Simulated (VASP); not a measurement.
Set up this calculation in VASP 6.6.1, as the native input.

- Task: single point
- Functional: PBE
- Potentials or basis: VASP PAW PBE potentials, release 64 (Co, Si)
- Cutoff: 520 eV
- k mesh: 11 × 11 × 11
- Occupations: fermi-dirac, width 0.1 eV
- Spin: no spin polarisation
- Dipole correction: no
- Further INCAR settings: ALGO = Normal; EDIFF = 1e-06; NBANDS = 16

The structure of CoSi2 (fluorite type) lies in POSCAR:

```
CoSi2
1.0
    0.0000000000      2.6799488231      2.6799488231
    2.6799488231      0.0000000000      2.6799488231
    2.6799488231      2.6799488231      0.0000000000
Co Si
1 2
Direct
    0.0000000000      0.0000000000      0.0000000000
    0.2500000000      0.2500000000      0.2500000000
    0.7500000000      0.7500000000      0.7500000000
```

These files were run (other wordings do the same):

INCAR

```
ALGO     = Normal         # electronic algorithm
EDIFF    = 1E-6           # SCF threshold, eV
ENCUT    = 520            # plane-wave cutoff, eV
GGA      = PE             # functional
ISIF     = 2              # what is computed and relaxed
ISMEAR   = -1             # smearing method
LASPH    = T              # aspherical terms in the spheres
LCHARG   = T              # write CHGCAR
LELF     = T              # ELF
LREAL    = F              # projectors in reciprocal space
LVHAR    = T            
LWAVE    = F              # write WAVECAR
NBANDS   = 16             # bands
NELM     = 60             # most SCF steps
PREC     = Accurate       # precision mode
SIGMA    = 0.1            # smearing width, eV
```

KPOINTS

```
k-points
0
Gamma
  11 11 11
```

Potentials or basis: VASP PAW PBE potentials, release 64 (Co, Si).

The run is started by

```sh
$ cat potpaw_PBE.64/Co/POTCAR potpaw_PBE.64/Si/POTCAR > POTCAR
$ mpirun -np 1 vasp_std > vasp.out
```

It gave:

```yaml
Pressure: -0.2 GPa
Band_gap_on_the_k_mesh: zero (an odd number of electrons rules out a gap without spin polarisation)
```

Caveat: an odd number of electrons without spin polarisation forces a metal; a magnetic or distorted state may lie lower.

Wall time 34 s on 1 thread of Intel(R) Xeon(R) Platinum 8259CL CPU @ 2.50GHz (Skylake/Cascade Lake), on a shared host, peak memory 0.17 GiB.
